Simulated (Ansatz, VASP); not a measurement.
## Ti4W in VASP and in Ansatz

```
CELL_PARAMETERS angstrom
2.29308 1.32391 4.62728
-2.29308 1.32391 4.62728
0.00000 -2.64782 4.62728
ATOMIC_POSITIONS crystal
Ti 0.89720 0.89720 0.89720
Ti 0.10280 0.10280 0.10280
Ti 0.31625 0.31625 0.31625
Ti 0.68375 0.68375 0.68375
W 0.50000 0.50000 0.50000
```

Alike in both runs: task single point; functional PBE; k mesh 6 × 6 × 6; occupations gaussian, width 0.1 eV; collinear spin.

|  | VASP | Ansatz |
| --- | --- | --- |
| version | VASP 6.6.1 | Ansatz 0.2.0 |
| potentials or method | VASP PAW PBE potentials, release 64 (Ti_sv, W_sv), cutoff 520 eV | scalar-relativistic, plane waves, PAW |
| valence electrons in the cell | 62 | 62 |

Ansatz gave:

- gap on the k mesh at the Fermi level (eV): none
- pressure (GPa): 0.1
- traceless stress, the component that is largest in VASP (GPa): -0.30
- rms of the force components (eV/Å): 0.008
- net moment per atom (μB): 0.00

Problem. What did VASP give for the same quantities?

Solution. gap on the k mesh at the Fermi level (eV): none; pressure (GPa): 0.0; traceless stress, the component that is largest in VASP (GPa): -0.18; rms of the force components (eV/Å): 0.015; net moment per atom (μB): 0.00.

Atom by atom the forces differ by 0.009 eV/Å (rms over components). A gap of «none» marks a metal or a gap that the smearing closes. With one functional, cell and mesh, what is left measures potentials, basis and numerics. Ansatz's warnings: seeded moment not kept.

Spin-orbit coupling is off throughout.
